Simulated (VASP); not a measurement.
# CoSi (P4mm) in VASP: single point with LDA+U

Aim: the single point of CoSi with LDA+U.

Everything below comes from runs of VASP 6.6.1. Logs are shortened: lines on timing, memory, paths and dates and some standing lists are left out, and cuts for length are marked.

### 1 The cell of the first run

Symmetry: P4mm, No. 99, tetragonal system. The conventional cell has a = 2.781 Å, b = 2.781 Å, c = 2.754 Å, α = 90.00°, β = 90.00°, γ = 90.00°. Within 3.1 Å of Co (site symmetry 4mm) lie 8 Si at 2.36 to 2.45 Å and 6 Co at 2.75 to 2.78 Å. Si (site symmetry 4mm) has 8 Co at 2.36 to 2.45 Å and 6 Si at 2.75 to 2.78 Å within 3.1 Å.

### 2 Single point, LDA+U, collinear spin, ferromagnetic start (last atom moved by 0.08 Å along z, cell strained by -1.0% along z)

Input file INCAR:

```
  GGA = CA
  ISPIN = 2
  MAGMOM = 2 0
  LORBIT = 11
  LDAU = T
  LDAUTYPE = 2
  LDAUL = 2 -1
  LDAUU = 3 0
  LDAUJ = 0 0
  ISMEAR = 1
  SIGMA = 0.05
  LWAVE = F
  LCHARG = F
  ISIF = 2
  PREC = Accurate
  LASPH = T
  LREAL = F
  ALGO = Normal
  EDIFF = 1E-6
  NELM = 200
  GGA_COMPAT = F
  ENCUT = 710
  LMAXMIX = 4
```

Input file KPOINTS:

```
Automatic mesh
0
Gamma
  22 22 22
  0 0 0
```

Input file POSCAR:

```
CoSi
1.0
    2.7813340000      0.0000000000      0.0000000000
    0.0000000000      2.7813340000      0.0000000000
    0.0000000000      0.0000000000      2.7535206600
Co Si
1 1
Direct
    0.0000000000      0.0000000000      0.0000000000
    0.5000000000      0.5000000000      0.5287631800
```

Potentials or basis: VASP PAW LDA potentials, release 64 (Co, Si).

Run with:

```sh
> cat potpaw_LDA.64/Co/POTCAR potpaw_LDA.64/Si/POTCAR > POTCAR
> mpirun -np 1 vasp_std > vasp.out
```

OUTCAR:

```text
GGA = CA
   ISPIN = 2
   LORBIT = 11
   ISMEAR = 1
   ISIF = 2
   PREC = Accurate
   LASPH = T
   LREAL = F
   EDIFF = 1E-6
   NELM = 200
   ENCUT = 710

 ion  position               nearest neighbor table
   1  0.000  0.000  0.000-   2 2.36   2 2.36   2 2.36   2 2.36   2 2.45   2 2.45   2 2.45   2 2.45

   2  0.500  0.500  0.529-   1 2.36   1 2.36   1 2.36   1 2.36   1 2.45   1 2.45   1 2.45   1 2.45

  LATTYP: Found a simple tetragonal cell.
 ALAT       =     2.7813340000
 C/A-ratio  =     0.9900000000

  Lattice vectors:

 A1 = (   2.7813340000,   0.0000000000,   0.0000000000)
 A2 = (   0.0000000000,   2.7813340000,   0.0000000000)
 A3 = (   0.0000000000,   0.0000000000,   2.7535206600)

Analysis of symmetry for initial positions (statically):
=====================================================================
 Subroutine PRICEL returns:
 Original cell was already a primitive cell.

 Routine SETGRP: Setting up the symmetry group for a
 simple tetragonal supercell.

 Subroutine GETGRP returns: Found  8 space group operations
 (whereof  8 operations were pure point group operations)
 out of a pool of 16 trial point group operations.

The static configuration has the point symmetry C_4v.

Analysis of symmetry for dynamics (positions and initial velocities):
=====================================================================
 Subroutine PRICEL returns:
 Original cell was already a primitive cell.

 Routine SETGRP: Setting up the symmetry group for a
 simple tetragonal supercell.

 Subroutine GETGRP returns: Found  8 space group operations
 (whereof  8 operations were pure point group operations)
 out of a pool of 16 trial point group operations.

The dynamic configuration has the point symmetry C_4v.

Analysis of structural, dynamic, and magnetic symmetry:
=====================================================================
 Subroutine PRICEL returns:
 Original cell was already a primitive cell.

 Routine SETGRP: Setting up the symmetry group for a
 simple tetragonal supercell.

 Subroutine GETGRP returns: Found  8 space group operations
 (whereof  8 operations were pure point group operations)
 out of a pool of 16 trial point group operations.

The overall configuration has the point symmetry C_4v.

 Subroutine INISYM returns: Found  8 space group operations
 (whereof  8 operations are pure point group operations),
 and found     1 'primitive' translations

----------------------------------------------------------------------------------------

                                     Primitive cell

  volume of cell :      21.3007

  direct lattice vectors                    reciprocal lattice vectors
     2.781334000  0.000000000  0.000000000     0.359539703  0.000000000  0.000000000
     0.000000000  2.781334000  0.000000000     0.000000000  0.359539703  0.000000000
     0.000000000  0.000000000  2.753520660     0.000000000  0.000000000  0.363171417

  length of vectors
     2.781334000  2.781334000  2.753520660     0.359539703  0.359539703  0.363171417

  position of ions in fractional coordinates (direct lattice)
     0.000000000  0.000000000  0.000000000
     0.500000000  0.500000000  0.528763180

  ion indices of the primitive-cell ions
   primitive index   ion index
                 1           1
                 2           2

----------------------------------------------------------------------------------------

 KPOINTS: Automatic mesh

Automatic generation of k-mesh.
 Grid dimensions read from file:
 generate k-points for:   22   22   22

 Generating k-lattice:

  Cartesian coordinates                     Fractional coordinates (reciprocal lattice)
     0.016342714  0.000000000  0.000000000     0.045454545  0.000000000  0.000000000
     0.000000000  0.016342714  0.000000000     0.000000000  0.045454545  0.000000000
     0.000000000  0.000000000  0.016507792     0.000000000  0.000000000  0.045454545

  Length of vectors
     0.016342714  0.016342714  0.016507792

  Shift w.r.t. Gamma in fractional coordinates (k-lattice)
     0.000000000  0.000000000  0.000000000

 Subroutine IBZKPT returns following result:
 ===========================================

 Found    936 irreducible k-points:

 Following reciprocal coordinates:
            Coordinates               Weight
  0.000000  0.000000  0.000000      1.000000
  0.045455  0.000000  0.000000      4.000000
  0.090909  0.000000  0.000000      4.000000
  0.136364  0.000000  0.000000      4.000000
  0.181818  0.000000  0.000000      4.000000
  0.227273  0.000000  0.000000      4.000000
[... 16 lines left out ...]
  0.500000  0.045455  0.000000      4.000000
  0.090909  0.090909  0.000000      4.000000
 [... further k-points ...]
   k-points           NKPTS =    936   k-points in BZ     NKDIM =    936   number of bands    NBANDS=     11
   number of dos      NEDOS =    301   number of ions     NIONS =      2
   total plane-waves  NPLWV =  13824
   dimension x,y,z NGX =    24 NGY =   24 NGZ =   24
   dimension x,y,z NGXF=    48 NGYF=   48 NGZF=   48
   ions per type =               1   1
   NGX,Y,Z   is equivalent  to a cutoff of  14.35, 14.35, 14.49 a.u.
   NGXF,Y,Z  is equivalent  to a cutoff of  28.69, 28.69, 28.98 a.u.
 SYSTEM =  unknown system
   PREC   = accura    normal or accurate (medium, high low for compatibility)
   ISTART =      0    job   : 0-new  1-cont  2-samecut
   ICHARG =      2    charge: 1-file 2-atom 10-const
   ISPIN  =      2    spin polarized calculation?
   LNONCOLLINEAR =      F non collinear calculations
   LSORBIT =      F    spin-orbit coupling
   LASPH  =      T    aspherical Exc in radial PAW
   ENCUT  =  710.0 eV  52.18 Ry    7.22 a.u.   6.04  6.04  5.98*2*pi/ulx,y,z
   NELM   =    200;   NELMIN=  2; NELMDL= -5     # of ELM steps
   EDIFF  = 0.1E-05   stopping-criterion for ELM
   LREAL  =      F    real-space projection
   EDIFFG = 0.1E-04   stopping-criterion for IOM
   NSW    =      0    number of steps for IOM
   IBRION =     -1    ionic relax: 0-MD 1-quasi-New 2-CG
   NFREE  =      0    steps in history (QN), initial steepest desc. (CG)
   ISIF   =      2    stress and relaxation
   ISYM   =      2    0-nonsym 1-usesym 2-fastsym
   POTIM  = 0.5000    time-step for ionic-motion
   TEBEG  =    0.0;   TEEND  =   0.0 temperature during run

   SCALEE = 1.0000    scale energy and forces
   PSTRESS=    0.0 pullay stress
   NELECT =      13.0000    total number of electrons
   NUPDOWN=      -1.0000    fix difference up-down
   EMIN   =  10.00;   EMAX   =-10.00  energy-range for DOS
   EFERMI =   0.00;   METHOD = LEGACY
   ISMEAR =     1;   SIGMA  =   0.05  broadening in eV -4-tet -1-fermi 0-gaus
   EFERMI_NEDOS =   21; number of points for ismear=-14 and -15
   IALGO  =     38    algorithm
   IMIX   =      4    mixing-type and parameters
     AMIX     =   0.40;   BMIX     =  1.00
     AMIX_MAG =   1.60;   BMIX_MAG =  1.00
  volume/ion in A,a.u.               =      10.65        71.87
  Fermi-wavevector in a.u.,A,eV,Ry     =   1.388644  2.624158 26.236570  1.928333
  Thomas-Fermi vector in A             =   2.512751
   LORBIT       =     11    0 simple, 1 ext, 2 COOP (PROOUT), +10 PAW based schemes
 LDA+U is selected, type is set to LDAUTYPE =  2
   angular momentum for each species LDAUL =     2   -1
   U (eV)           for each species LDAUU =   3.0  0.0
   J (eV)           for each species LDAUJ =   0.0  0.0
   GGA     = CA    functional components
   LHFCALC =     F    Hartree Fock is set to
   AEXX    =    0.0000 exact exchange contribution
   IVDW    =     0    specifies the selected vdW correction
   LEPSILON=     F    determine dielectric tensor
   LRPA    =     F    only Hartree local field effects (RPA)

   CSHIFT  =0.1000    complex shift for real part using Kramers Kronig

   OMEGAMAX=  -1.0    maximum frequency
 spin polarized calculation
 Methfessel and Paxton  Order N= 1 SIGMA  =   0.05
  energy-cutoff  :      710.00
  volume of cell :       21.30
 maximum number of plane-waves:       936
   NGX = 13   NGY = 13   NGZ = 11

 number of electron      13.0000003 magnetization       0.8634375

 Free energy of the ion-electron system (eV)
  ---------------------------------------------------
  ext. energy  EPLUGINS =         0.00000000
  ---------------------------------------------------
  free energy    TOTEN  =       -12.67221327 eV

  energy without entropy =      -12.67223442  energy(sigma->0) =      -12.67222032

 E-fermi :  13.0003     XC(G=0): -13.1679

 val. band max:       12.9992614351   @ k =   0.5000   0.3182   0.5000
 cond. band min:      13.0035004575   @ k =   0.5000   0.3182   0.0000
 fundamental gap:      0.0042390224
 Fermi energy:        13.0002603482

 spin component 1

 k-point     1 :       0.0000    0.0000    0.0000
  band No.  band energies     occupation
      1      -1.4363      1.00000
      2       7.6776      1.00000
      3       7.6807      1.00000
      4      10.3845      1.00000
      5      10.4154      1.00000
      6      10.4154      1.00000
      7      15.7184      0.00000
      8      15.7184      0.00000
      9      16.0941      0.00000
     10      19.9717      0.00000
     11      19.9851      0.00000

 k-point     2 :       0.0455    0.0000    0.0000
  band No.  band energies     occupation
      1      -1.3965      1.00000
      2       7.6729      1.00000
      3       7.6902      1.00000
      4      10.3507      1.00000
      5      10.3857      1.00000
      6      10.4196      1.00000
      7      15.3871      0.00000
      8      15.7842      0.00000
      9      16.1626      0.00000
     10      19.9746      0.00000
     11      20.2787      0.00000
[... 295 lines left out ...]
 k-point    24 :       0.0909    0.0909    0.0000
  band No.  band energies     occupation
      1      -1.1200      1.00000
      2       7.6670      1.00000
      3       7.7256      1.00000
      4      10.1156      1.00000
      5      10.2775      1.00000
      6      10.3568      1.00000
      7      14.6997      0.00000
      8      15.0280      0.00000
      9      16.5951      0.00000
     10      20.4622      0.00000
     11      21.5221      0.00000

 [... further k-points ...]

 spin component 2

 k-point     1 :       0.0000    0.0000    0.0000
  band No.  band energies     occupation
      1      -1.4012      1.00000
      2       9.3720      1.00000
      3       9.4460      1.00000
      4      11.1012      1.00000
      5      11.1263      1.00000
      6      11.1263      1.00000
      7      15.7538      0.00000
      8      15.7538      0.00000
      9      16.1324      0.00000
     10      20.7256      0.00000
     11      20.7391      0.00000

 k-point     2 :       0.0455    0.0000    0.0000
  band No.  band energies     occupation
      1      -1.3615      1.00000
      2       9.3488      1.00000
      3       9.4537      1.00000
      4      11.0613      1.00000
      5      11.0922      1.00000
      6      11.1314      1.00000
      7      15.5025      0.00000
      8      15.8249      0.00000
      9      16.2074      0.00000
     10      20.7159      0.00000
     11      20.9758      0.00000
[... 295 lines left out ...]
 k-point    24 :       0.0909    0.0909    0.0000
  band No.  band energies     occupation
      1      -1.0851      1.00000
      2       9.2279      1.00000
      3       9.4466      1.00000
      4      10.8107      1.00000
      5      10.9640      1.00000
      6      11.0645      1.00000
      7      15.0910      0.00000
      8      15.2392      0.00000
      9      16.6702      0.00000
     10      21.0512      0.00000
     11      22.0347      0.00000

 [... further k-points ...]

------------------------ aborting loop because EDIFF is reached ----------------------------------------

  FORCE on cell =-STRESS in cart. coord.  units (eV):
  Direction    XX          YY          ZZ          XY          YZ          ZX
  --------------------------------------------------------------------------------------
  -------------------------------------------------------------------------------------
  Total       -1.7049296     -1.7049296     -1.5559560      0.0000000      0.0000000      0.0000000
  in kB     -128.2396702   -128.2396702   -117.0343268      0.0000000      0.0000000      0.0000000
  external PRESSURE =    -124.5045558 kB  Pullay stress =       0.0000000 kB

 VOLUME and BASIS-vectors are now :
 -----------------------------------------------------------------------------
  energy-cutoff  :      710.00
  volume of cell :       21.30
      direct lattice vectors                 reciprocal lattice vectors
     2.781334000  0.000000000  0.000000000     0.359539703  0.000000000  0.000000000
     0.000000000  2.781334000  0.000000000     0.000000000  0.359539703  0.000000000
     0.000000000  0.000000000  2.753520660     0.000000000  0.000000000  0.363171417

 POSITION                                       TOTAL-FORCE (eV/Angst)
 -----------------------------------------------------------------------------------
      0.00000      0.00000      0.00000        -0.000000      0.000000      0.329958
      1.39067      1.39067      1.45596         0.000000      0.000000     -0.329958
 -----------------------------------------------------------------------------------
    total drift:                                0.000000      0.000000      0.000118

  FREE ENERGIE OF THE ION-ELECTRON SYSTEM (eV)
  ---------------------------------------------------
  free  energy   TOTEN  =       -12.6722132744 eV

  energy  without entropy=      -12.6722344222  energy(sigma->0) =      -12.67222032

 total charge

# of ion       s       p       d       tot
------------------------------------------
    1        0.437   0.604   7.696   8.737
    2        0.722   0.866   0.000   1.588
--------------------------------------------------
tot          1.159   1.470   7.696  10.325

 magnetization (x)

# of ion       s       p       d       tot
------------------------------------------
    1        0.006  -0.000   0.873   0.879
    2        0.006   0.018   0.000   0.024
--------------------------------------------------
tot          0.011   0.018   0.873   0.903
```

Run time: 5.2 min. Hardware: 1 thread of Intel Xeon Platinum 8259CL at 2.50GHz (Skylake/Cascade Lake), shared host; peak memory 0.64 GiB.

What came out:

| Quantity | Value |
| --- | --- |
| Free energy | -12.6722 eV |
| Pressure | -12.5 GPa |
| Largest force | 0.330 eV/Å |
| Net moment | 0.86 μB per cell |
| Site moments | Co +0.88; Si +0.02 μB |
| Valence electrons inside the program's atomic spheres | Co 8.74; Si 1.59 |

Forces on the atoms (eV/Å):
```
Co   0.000  0.000  0.330
Si   0.000  0.000 -0.330
```

Caveat: the cell differs from its parent crystal (last atom moved by 0.08 Å along z, cell strained by -1.0% along z); the cell stands under tension; the U is typed as a test and isn't derived for this compound. The state reached can hang on the start; a lower one may exist.
